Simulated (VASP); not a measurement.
# Ag in VASP: notebook, part 2 of 2

VASP 6.6.1.

**3. Single point, PBEsol**

INCAR reads:

```
SYSTEM = Ag
PREC = Accurate
ENCUT = 520
EDIFF = 1E-6
ISMEAR = 0
SIGMA = 0.1
LREAL = .False.
LASPH = .True.
NELM = 60
ALGO = Fast
ISIF = 2
LWAVE = .False.
LCHARG = .False.
LDIPOL = .True.
IDIPOL = 3
DIPOL = 0.5 0.5 0.500
GGA = PS
NBANDS = 54
```

KPOINTS reads:

```
Automatic mesh
0
Gamma
  12 12 1
  0 0 0
```

POSCAR reads:

```
Ag
1.0
    2.8709531701      0.0000000000      0.0000000000
   -1.4354765850      2.4863183784      0.0000000000
    0.0000000000      0.0000000000     31.3416030314
Ag
8
Direct
    0.3333333333      0.6666666667      0.2400584539
    0.0000000000      0.0000000000      0.3143157008
    0.6666666667      0.3333333333      0.3883189951
    0.0000000000      0.0000000000      0.4626098385
    0.3333333333      0.6666666667      0.5373408446
    0.0000000000      0.0000000000      0.6116328583
    0.6666666667      0.3333333333      0.6856299681
    0.0000000000      0.0000000000      0.7600933406
```

Potentials or basis: VASP PAW PBE potentials, release 64 (Ag).

Started as:

```sh
> cat potpaw_PBE.64/Ag/POTCAR > POTCAR
> mpirun -np 1 vasp_std > vasp.out
```

OUTCAR:

```text
SYSTEM = Ag
   PREC = Accurate
   ENCUT = 520
   EDIFF = 1E-6
   ISMEAR = 0
   LREAL = .False.
   LASPH = .True.
   NELM = 60
   ISIF = 2
   GGA = PS

 ion  position               nearest neighbor table
   1  0.333  0.667  0.240-   2 2.86   2 2.86   2 2.86
   2  0.000  0.000  0.314-   3 2.85   3 2.85   3 2.85   1 2.86   1 2.86   1 2.86
   3  0.667  0.333  0.388-   2 2.85   2 2.85   2 2.85   4 2.86   4 2.86   4 2.86
   4  0.000  0.000  0.463-   3 2.86   3 2.86   3 2.86   5 2.87   5 2.87   5 2.87
   5  0.333  0.667  0.537-   6 2.86   6 2.86   6 2.86   4 2.87   4 2.87   4 2.87
   6  0.000  0.000  0.612-   7 2.85   7 2.85   7 2.85   5 2.86   5 2.86   5 2.86
   7  0.667  0.333  0.686-   6 2.85   6 2.85   6 2.85   8 2.86   8 2.86   8 2.86
   8  0.000  0.000  0.760-   7 2.86   7 2.86   7 2.86

  LATTYP: Found a hexagonal cell.
 ALAT       =     2.8709531701
 C/A-ratio  =    10.9167935436

  Lattice vectors:

 A1 = (   2.8709531701,   0.0000000000,   0.0000000000)
 A2 = (  -1.4354765850,   2.4863183784,   0.0000000000)
 A3 = (   0.0000000000,   0.0000000000,  31.3416030314)

Analysis of symmetry for initial positions (statically):
=====================================================================
 Subroutine PRICEL returns:
 Original cell was already a primitive cell.

 Routine SETGRP: Setting up the symmetry group for a
 hexagonal supercell.

 Subroutine GETGRP returns: Found  6 space group operations
 (whereof  6 operations were pure point group operations)
 out of a pool of 24 trial point group operations.

The static configuration has the point symmetry C_3v.

Analysis of symmetry for dynamics (positions and initial velocities):
=====================================================================
 Subroutine PRICEL returns:
 Original cell was already a primitive cell.

 Routine SETGRP: Setting up the symmetry group for a
 hexagonal supercell.
[... 141 lines left out ...]
   LRPA    =     F    only Hartree local field effects (RPA)
 non-spin polarized calculation
 RMM-DIIS sequential band-by-band and
 Gauss-broadening in eV      SIGMA  =   0.10
  energy-cutoff  :      520.00
  volume of cell :      223.72
 maximum number of plane-waves:      6093
 NGX is ok and might be reduce to    24
   NGX = 11   NGY = 11   NGZ =117

 dipolmoment           0.000000      0.000000     -0.000357 electrons x Angstroem

 number of electron      87.9999984 magnetization

 dipolmoment           0.000000      0.000000      0.000150 electrons x Angstroem

 Free energy of the ion-electron system (eV)
  ---------------------------------------------------
  ext. energy  EPLUGINS =         0.00000000
  ---------------------------------------------------
  free energy    TOTEN  =       -25.51482380 eV

  energy without entropy =      -25.49478850  energy(sigma->0) =      -25.50480615

 E-fermi :   3.2554     XC(G=0):  -7.9957

 val. band max:        3.2537530445   @ k =   0.0000   0.0000   0.0000
 cond. band min:       3.2612431578   @ k =   0.0833  -0.0000   0.0000
 fundamental gap:      0.0074901133
 Fermi energy:         3.2554374443

 k-point     1 :       0.0000    0.0000    0.0000
  band No.  band energies     occupation
      1      -4.5975      2.00000
      2      -4.2878      2.00000
      3      -3.8195      2.00000
      4      -3.3253      2.00000
      5      -3.2110      2.00000
      6      -3.1565      2.00000
[... 1072 lines left out ...]
     53       9.1591      0.00000
     54       9.2227      0.00000

------------------------ aborting loop because EDIFF is reached ----------------------------------------

 vacuum level on the upper side and lower side of the slab       (xc-potential included)        -0.126        -0.017

  FORCE on cell =-STRESS in cart. coord.  units (eV):
  Direction    XX          YY          ZZ          XY          YZ          ZX
  --------------------------------------------------------------------------------------
  -------------------------------------------------------------------------------------
  Total       -1.0582576     -1.0582576     -0.1915343     -0.0000000      0.0000000     -0.0000000
  in kB       -7.5787560     -7.5787560     -1.3716806     -0.0000000      0.0000000     -0.0000000
  external PRESSURE =      -5.5097309 kB  Pullay stress =       0.0000000 kB

 VOLUME and BASIS-vectors are now :
 -----------------------------------------------------------------------------
  energy-cutoff  :      520.00
  volume of cell :      223.72
      direct lattice vectors                 reciprocal lattice vectors
     2.870953170  0.000000000  0.000000000     0.348316375  0.201100553  0.000000000
    -1.435476585  2.486318378  0.000000000     0.000000000  0.402201105  0.000000000
     0.000000000  0.000000000 31.341603031     0.000000000  0.000000000  0.031906473

 POSITION                                       TOTAL-FORCE (eV/Angst)
 -----------------------------------------------------------------------------------
     -0.00000      1.65755      7.52382        -0.000000      0.000000      0.007166
      0.00000      0.00000      9.85116        -0.000000      0.000000      0.000088
      1.43548      0.82877     12.17054         0.000000      0.000000      0.000139
      0.00000      0.00000     14.49893        -0.000000      0.000000     -0.001346
     -0.00000      1.65755     16.84112        -0.000000      0.000000      0.001339
      0.00000      0.00000     19.16955        -0.000000      0.000000     -0.000371
      1.43548      0.82877     21.48874         0.000000     -0.000000      0.000532
      0.00000      0.00000     23.82254         0.000000     -0.000000     -0.007547
 -----------------------------------------------------------------------------------
    total drift:                               -0.000000      0.000000      0.000972

  FREE ENERGIE OF THE ION-ELECTRON SYSTEM (eV)
  ---------------------------------------------------
  free  energy   TOTEN  =       -25.5148238046 eV

  energy  without entropy=      -25.4947884987  energy(sigma->0) =      -25.50480615

 vacuum level on the upper side and lower side of the slab         7.689         7.698
```

OSZICAR:

```text
N       E                     dE             d eps       ncg     rms          rms(c)
DAV:   1     0.598477855120E+03    0.59848E+03   -0.44089E+04  2052   0.151E+03
DAV:   2    -0.110309297915E+02   -0.60951E+03   -0.58369E+03  2186   0.343E+02
[... 23 lines left out ...]
RMM:  26    -0.255148088859E+02   -0.12966E-04   -0.78271E-07  1437   0.272E-03    0.584E-03
RMM:  27    -0.255148153634E+02   -0.64775E-05   -0.23323E-07  1181   0.153E-03    0.444E-03
RMM:  28    -0.255148197479E+02   -0.43846E-05   -0.27790E-07  1328   0.191E-03    0.290E-03
RMM:  29    -0.255148224075E+02   -0.26596E-05   -0.81929E-08   645   0.909E-04    0.177E-03
RMM:  30    -0.255148235748E+02   -0.11673E-05   -0.21260E-07  1224   0.160E-03    0.734E-04
RMM:  31    -0.255148238046E+02   -0.22975E-06   -0.72565E-09   467   0.548E-04
   1 F= -.25514824E+02 E0= -.25504806E+02  d E =-.200353E-01
```

stdout:

```text
POSCAR found type information on POSCAR Ag
 POSCAR found :  1 types and       8 ions
 scaLAPACK will be used
 -----------------------------------------------------------------------------
|                                                                             |
|                                                                             |
|     You enforced a specific xc type in the INCAR file but a different       |
|     I HOPE YOU KNOW WHAT YOU ARE DOING!                                     |
|                                                                             |
 -----------------------------------------------------------------------------

 LDA part: xc-table for (Slater+PW92), standard interpolation
 POSCAR, INCAR and KPOINTS ok, starting setup
 FFT: planning ... GRIDC
 FFT: planning ... GRID_SOFT
 FFT: planning ... GRID
 WAVECAR not read
 entering main loop
```

It took 10 min on 1 thread of Intel Xeon Platinum 8488C (Sapphire Rapids), shared host; peak memory 0.44 GiB.

What came out:

* Free energy: -25.5148 eV
* Largest force: 0.008 eV/Å
* Band gap on the k mesh: zero (bands 44 and 45 overlap by 6.45 eV)

Forces on the atoms (eV/Å):
```
Ag   0.000  0.000  0.007
Ag   0.000  0.000  0.000
Ag   0.000  0.000  0.000
Ag   0.000  0.000 -0.001
Ag   0.000  0.000  0.001
Ag   0.000  0.000  0.000
Ag   0.000  0.000  0.001
Ag   0.000  0.000 -0.008
```

Caveat: the PAW data sets were made with another functional, which shifts forces and pressure a little.

The gap in the log of VASP goes by the Fermi energy; the results here count the filled bands.